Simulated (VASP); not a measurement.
# MgO2 (Pa-3) in VASP: electric field gradients with PBEsol

Aim: the electric field gradients of MgO2 with PBEsol.

Everything below comes from runs of VASP 6.6.1. Logs are shortened: lines on timing, memory, paths and dates and some standing lists are left out, and cuts for length are marked.

## (1) The cell of the first run

It takes space group Pa-3 (No. 205, cubic). Conventional cell: a = 4.841 Å, b = 4.841 Å, c = 4.841 Å, α = 90.00°, β = 90.00°, γ = 90.00°. Within 3.0 Å of Mg (site symmetry -3) lie 12 O at 2.08 to 2.91 Å. O (site symmetry 3) has 1 O at 1.48 Å within 2.0 Å.

## (2) Electric field gradients, PBEsol

Input file INCAR:

```
SYSTEM = MgO2
PREC = Accurate ; ENCUT = 520
EDIFF = 1E-8 ; ISMEAR = 0
SIGMA = 0.01 ; LREAL = .FALSE.
LASPH = .TRUE. ; NELM = 60
ALGO = Normal ; ISIF = 2
LWAVE = .FALSE. ; LCHARG = .FALSE.
GGA = PS ; LEFG = .TRUE.
NBANDS = 40
```

Input file KPOINTS:

```
regular mesh
0
G
  6 6 6
  0 0 0
```

Input file POSCAR:

```
MgO2
1.0
    4.8408307519      0.0000000000      0.0000000000
    0.0000000000      4.8408307519      0.0000000000
    0.0000000000      0.0000000000      4.8408307519
Mg O
4 8
Direct
    0.0000000000      0.5000000000      0.5000000000
    0.5000000000      0.5000000000      0.0000000000
    0.5000000000      0.0000000000      0.5000000000
    0.0000000000      0.0000000000      0.0000000000
    0.4116319358      0.0883680642      0.9116319358
    0.0883680642      0.9116319358      0.4116319358
    0.9116319358      0.4116319358      0.0883680642
    0.5883680642      0.5883680642      0.5883680642
    0.4116319358      0.4116319358      0.4116319358
    0.0883680642      0.5883680642      0.9116319358
    0.9116319358      0.0883680642      0.5883680642
    0.5883680642      0.9116319358      0.0883680642
```

Potentials or basis: VASP PAW PBE potentials, release 64 (Mg, O).

Run with:

```sh
> cat potpaw_PBE.64/Mg/POTCAR potpaw_PBE.64/O/POTCAR > POTCAR
> mpirun -np 1 vasp_std > vasp.out
```

OUTCAR:

```text
SYSTEM = MgO2
   PREC = Accurate
   ENCUT = 520
   EDIFF = 1E-8
   ISMEAR = 0
   LREAL = .FALSE.
   LASPH = .TRUE.
   NELM = 60
   ISIF = 2
   GGA = PS

 ion  position               nearest neighbor table
   1  0.000  0.500  0.500-   6 2.08   7 2.08   8 2.08   9 2.08  10 2.08  11 2.08   2 3.42   3 3.42
                             4 3.42   2 3.42   4 3.42   3 3.42   4 3.42   4 3.42   2 3.42   3 3.42
   2  0.500  0.500  0.000-   5 2.08   7 2.08   8 2.08   9 2.08  10 2.08  12 2.08   1 3.42   3 3.42
                             4 3.42   1 3.42   3 3.42   3 3.42   4 3.42   3 3.42   1 3.42   4 3.42
   3  0.500  0.000  0.500-   5 2.08   6 2.08   8 2.08   9 2.08  11 2.08  12 2.08   1 3.42   2 3.42
                             4 3.42   2 3.42   4 3.42   1 3.42   2 3.42   2 3.42   1 3.42   4 3.42
   4  0.000  0.000  0.000-   5 2.08   6 2.08   7 2.08  10 2.08  11 2.08  12 2.08   1 3.42   2 3.42
                             3 3.42   1 3.42   3 3.42   1 3.42   2 3.42   1 3.42   2 3.42   3 3.42
   5  0.412  0.088  0.912-  12 1.48   3 2.08   4 2.08   2 2.08
   6  0.088  0.912  0.412-  11 1.48   3 2.08   4 2.08   1 2.08
   7  0.912  0.412  0.088-  10 1.48   2 2.08   4 2.08   1 2.08
   8  0.588  0.588  0.588-   9 1.48   2 2.08   3 2.08   1 2.08
   9  0.412  0.412  0.412-   8 1.48   2 2.08   3 2.08   1 2.08
  10  0.088  0.588  0.912-   7 1.48   2 2.08   4 2.08   1 2.08
  11  0.912  0.088  0.588-   6 1.48   3 2.08   4 2.08   1 2.08
  12  0.588  0.912  0.088-   5 1.48   3 2.08   4 2.08   2 2.08

  LATTYP: Found a simple cubic cell.
 ALAT       =     4.8408307519

  Lattice vectors:

 A1 = (   4.8408307519,   0.0000000000,   0.0000000000)
 A2 = (   0.0000000000,   4.8408307519,   0.0000000000)
 A3 = (   0.0000000000,   0.0000000000,   4.8408307519)

Analysis of symmetry for initial positions (statically):
=====================================================================
 Subroutine PRICEL returns:
 Original cell was already a primitive cell.

 Routine SETGRP: Setting up the symmetry group for a
 simple cubic supercell.

 Subroutine GETGRP returns: Found 24 space group operations
 (whereof  6 operations were pure point group operations)
 out of a pool of 48 trial point group operations.

The static configuration has the point symmetry S_6 .
 The point group associated with its full space group is T_h .

Analysis of symmetry for dynamics (positions and initial velocities):
=====================================================================
 Subroutine PRICEL returns:
 Original cell was already a primitive cell.

 Routine SETGRP: Setting up the symmetry group for a
 simple cubic supercell.

 Subroutine GETGRP returns: Found 24 space group operations
 (whereof  6 operations were pure point group operations)
 out of a pool of 48 trial point group operations.

The dynamic configuration has the point symmetry S_6 .
 The point group associated with its full space group is T_h .

 Subroutine INISYM returns: Found 24 space group operations
 (whereof  6 operations are pure point group operations),
 and found     1 'primitive' translations

----------------------------------------------------------------------------------------

                                     Primitive cell

  volume of cell :     113.4383

  direct lattice vectors                    reciprocal lattice vectors
     4.840830752  0.000000000  0.000000000     0.206576113  0.000000000  0.000000000
     0.000000000  4.840830752  0.000000000     0.000000000  0.206576113  0.000000000
     0.000000000  0.000000000  4.840830752     0.000000000  0.000000000  0.206576113

  length of vectors
     4.840830752  4.840830752  4.840830752     0.206576113  0.206576113  0.206576113

  position of ions in fractional coordinates (direct lattice)
     0.000000000  0.500000000  0.500000000
     0.500000000  0.500000000  0.000000000
     0.500000000  0.000000000  0.500000000
     0.000000000  0.000000000  0.000000000
     0.411631936  0.088368064  0.911631936
     0.088368064  0.911631936  0.411631936
     0.911631936  0.411631936  0.088368064
     0.588368064  0.588368064  0.588368064
     0.411631936  0.411631936  0.411631936
     0.088368064  0.588368064  0.911631936
     0.911631936  0.088368064  0.588368064
     0.588368064  0.911631936  0.088368064

  ion indices of the primitive-cell ions
   primitive index   ion index
                 1           1
                 2           2
                 3           3
                 4           4
                 5           5
                 6           6
                 7           7
                 8           8
                 9           9
                10          10
                11          11
                12          12

----------------------------------------------------------------------------------------

[... 71 lines left out ...]
   NSW    =      0    number of steps for IOM
   IBRION =     -1    ionic relax: 0-MD 1-quasi-New 2-CG
   NFREE  =      0    steps in history (QN), initial steepest desc. (CG)
   ISIF   =      2    stress and relaxation
   ISYM   =      2    0-nonsym 1-usesym 2-fastsym
   POTIM  = 0.5000    time-step for ionic-motion
   TEBEG  =    0.0;   TEEND  =   0.0 temperature during run
   PSTRESS=    0.0 pullay stress
   NELECT =      56.0000    total number of electrons
   NUPDOWN=      -1.0000    fix difference up-down
   EMIN   =  10.00;   EMAX   =-10.00  energy-range for DOS
   EFERMI =   0.00;   METHOD = LEGACY
   ISMEAR =     0;   SIGMA  =   0.01  broadening in eV -4-tet -1-fermi 0-gaus
   EFERMI_NEDOS =   21; number of points for ismear=-14 and -15
   IALGO  =     38    algorithm
   IMIX   =      4    mixing-type and parameters
     AMIX     =   0.40;   BMIX     =  1.00
     AMIX_MAG =   1.60;   BMIX_MAG =  1.00
  volume/ion in A,a.u.               =       9.45        63.79
  Fermi-wavevector in a.u.,A,eV,Ry     =   1.293851  2.445024 22.776839  1.674050
  Thomas-Fermi vector in A             =   2.425471
   LORBIT       =      0    0 simple, 1 ext, 2 COOP (PROOUT), +10 PAW based schemes
   GGA     = PS    functional components
   LHFCALC =     F    Hartree Fock is set to
   AEXX    =    0.0000 exact exchange contribution
   IVDW    =     0    specifies the selected vdW correction
   LEPSILON=     F    determine dielectric tensor
   LRPA    =     F    only Hartree local field effects (RPA)
 non-spin polarized calculation
 Gauss-broadening in eV      SIGMA  =   0.01
  energy-cutoff  :      520.00
  volume of cell :      113.44
 maximum number of plane-waves:      3112
   NGX = 19   NGY = 19   NGZ = 19

 number of electron      56.0000074 magnetization

 Free energy of the ion-electron system (eV)
  ---------------------------------------------------
  ext. energy  EPLUGINS =         0.00000000
  ---------------------------------------------------
  free energy    TOTEN  =       -69.78667570 eV

  energy without entropy =      -69.78667570  energy(sigma->0) =      -69.78667570

 E-fermi :   2.9444     XC(G=0): -11.0153

 val. band max:        2.8659982405   @ k =   0.0000   0.0000   0.0000
 cond. band min:       6.8149557371   @ k =   0.3333   0.1667   0.1667
 fundamental gap:      3.9489574966
 Fermi energy:         2.9444215366

 k-point     1 :       0.0000    0.0000    0.0000
  band No.  band energies     occupation
      1     -18.4153      2.00000
      2     -17.6376      2.00000
      3     -17.6376      2.00000
      4     -17.6376      2.00000
      5     -11.7681      2.00000
      6     -11.7681      2.00000
[... 1021 lines left out ...]
     39      13.9559      0.00000
     40      13.9559      0.00000

------------------------ aborting loop because EDIFF is reached ----------------------------------------

  FORCE on cell =-STRESS in cart. coord.  units (eV):
  Direction    XX          YY          ZZ          XY          YZ          ZX
  --------------------------------------------------------------------------------------
  -------------------------------------------------------------------------------------
  Total       -0.0569703     -0.0569703     -0.0569703     -0.0000000      0.0000000     -0.0000000
  in kB       -0.8046360     -0.8046360     -0.8046360     -0.0000000      0.0000000     -0.0000000
  external PRESSURE =      -0.8046360 kB  Pullay stress =       0.0000000 kB

 VOLUME and BASIS-vectors are now :
 -----------------------------------------------------------------------------
  energy-cutoff  :      520.00
  volume of cell :      113.44
      direct lattice vectors                 reciprocal lattice vectors
     4.840830752  0.000000000  0.000000000     0.206576113  0.000000000  0.000000000
     0.000000000  4.840830752  0.000000000     0.000000000  0.206576113  0.000000000
     0.000000000  0.000000000  4.840830752     0.000000000  0.000000000  0.206576113

 POSITION                                       TOTAL-FORCE (eV/Angst)
 -----------------------------------------------------------------------------------
      0.00000      2.42042      2.42042         0.000000      0.000000      0.000000
      2.42042      2.42042      0.00000         0.000000      0.000000      0.000000
      2.42042      0.00000      2.42042         0.000000      0.000000      0.000000
      0.00000      0.00000      0.00000         0.000000      0.000000      0.000000
      1.99264      0.42777      4.41306        -0.113980      0.113980     -0.113980
      0.42777      4.41306      1.99264         0.113980     -0.113980     -0.113980
      4.41306      1.99264      0.42777        -0.113980     -0.113980      0.113980
      2.84819      2.84819      2.84819         0.113980      0.113980      0.113980
      1.99264      1.99264      1.99264        -0.113980     -0.113980     -0.113980
      0.42777      2.84819      4.41306         0.113980      0.113980     -0.113980
      4.41306      0.42777      2.84819        -0.113980      0.113980      0.113980
      2.84819      4.41306      0.42777         0.113980     -0.113980      0.113980
 -----------------------------------------------------------------------------------
    total drift:                                0.000000      0.000000      0.000000

  FREE ENERGIE OF THE ION-ELECTRON SYSTEM (eV)
  ---------------------------------------------------
  free  energy   TOTEN  =       -69.7866756970 eV

  energy  without entropy=      -69.7866756970  energy(sigma->0) =      -69.78667570

 Electric field gradients (V/A^2)
---------------------------------------------------------------------
 ion       V_xx      V_yy      V_zz      V_xy      V_xz      V_yz
---------------------------------------------------------------------
   1       0.000     0.000    -0.000    -0.983     0.983    -0.983
   2       0.000     0.000    -0.000    -0.983    -0.983     0.983
   3       0.000     0.000    -0.000     0.983    -0.983    -0.983
   4       0.000     0.000    -0.000     0.983     0.983     0.983
   5      -0.000    -0.000     0.000  -147.647   147.647  -147.647
   6      -0.000    -0.000     0.000  -147.647  -147.647   147.647
   7      -0.000    -0.000     0.000   147.647  -147.647  -147.647
   8      -0.000    -0.000     0.000   147.647   147.647   147.647
   9      -0.000    -0.000     0.000   147.647   147.647   147.647
  10      -0.000    -0.000     0.000   147.647  -147.647  -147.647
  11      -0.000    -0.000     0.000  -147.647  -147.647   147.647
  12      -0.000    -0.000     0.000  -147.647   147.647  -147.647
---------------------------------------------------------------------

 Electric field gradients after diagonalization (V/A^2)
 (convention: |V_zz| > |V_xx| > |V_yy|)
----------------------------------------------------------------------
 ion       V_xx      V_yy      V_zz     asymmetry (V_yy - V_xx)/ V_zz
----------------------------------------------------------------------
   1      -0.983    -0.983     1.966       0.000
   2      -0.983    -0.983     1.966       0.000
   3      -0.983    -0.983     1.966       0.000
   4      -0.983    -0.983     1.966       0.000
   5    -147.647  -147.647   295.294       0.000
   6    -147.647  -147.647   295.294       0.000
   7    -147.647  -147.647   295.294       0.000
   8    -147.647  -147.647   295.294       0.000
   9    -147.647  -147.647   295.294       0.000
  10    -147.647  -147.647   295.294       0.000
  11    -147.647  -147.647   295.294       0.000
  12    -147.647  -147.647   295.294       0.000
----------------------------------------------------------------------

           NMR quadrupolar parameters

 Cq : quadrupolar parameter    Cq=e*Q*V_zz/h
 eta: asymmetry parameters     (V_yy - V_xx)/ V_zz
 Q  : nuclear electric quadrupole moment in mb (millibarn)
----------------------------------------------------------------------
 ion       Cq(MHz)       eta       Q (mb)
----------------------------------------------------------------------
   1       0.005       0.000       1.000
   2       0.005       0.000       1.000
   3       0.005       0.000       1.000
   4       0.005       0.000       1.000
   5       0.714       0.000       1.000
   6       0.714       0.000       1.000
   7       0.714       0.000       1.000
   8       0.714       0.000       1.000
   9       0.714       0.000       1.000
  10       0.714       0.000       1.000
  11       0.714       0.000       1.000
  12       0.714       0.000       1.000
----------------------------------------------------------------------
```

Wall time 67 s (1 thread of Intel Xeon Platinum 8488C (Sapphire Rapids), shared host); peak memory 0.24 GiB.

What came out:

```
Free energy                             : -69.7867 eV
Pressure                                : -0.1 GPa
Largest force                           : 0.197 eV/Å
Band gap on the k mesh                  : 3.95 eV (least direct gap 4.07 eV)
Largest electric field gradient by atom : Mg +2.0; O +295.3 V/Å²
```

Forces in eV/Å, atoms in the order of the input:
```
Mg   0.000  0.000  0.000
Mg   0.000  0.000  0.000
Mg   0.000  0.000  0.000
Mg   0.000  0.000  0.000
O   -0.114  0.114 -0.114
O    0.114 -0.114 -0.114
O   -0.114 -0.114  0.114
O    0.114  0.114  0.114
O   -0.114 -0.114 -0.114
O    0.114  0.114 -0.114
O   -0.114  0.114  0.114
O    0.114 -0.114  0.114
```

Electric field gradients, principal values (V/Å²):
| atom | least | middle | greatest (by size) |
| --- | --- | --- | --- |
| 1 Mg | -0.983 | -0.983 | 1.966 |
| 2 Mg | -0.983 | -0.983 | 1.966 |
| 3 Mg | -0.983 | -0.983 | 1.966 |
| 4 Mg | -0.983 | -0.983 | 1.966 |
| 5 O | -147.647 | -147.647 | 295.294 |
| 6 O | -147.647 | -147.647 | 295.294 |
| 7 O | -147.647 | -147.647 | 295.294 |
| 8 O | -147.647 | -147.647 | 295.294 |
| 9 O | -147.647 | -147.647 | 295.294 |
| 10 O | -147.647 | -147.647 | 295.294 |
| 11 O | -147.647 | -147.647 | 295.294 |
| 12 O | -147.647 | -147.647 | 295.294 |

Caveat: without QUAD_EFG the Cq values of the log hold for a quadrupole moment of 1 mb, not for the nuclei; the PAW data sets were made with another functional, which shifts forces and pressure a little. A k mesh can miss the band edges.
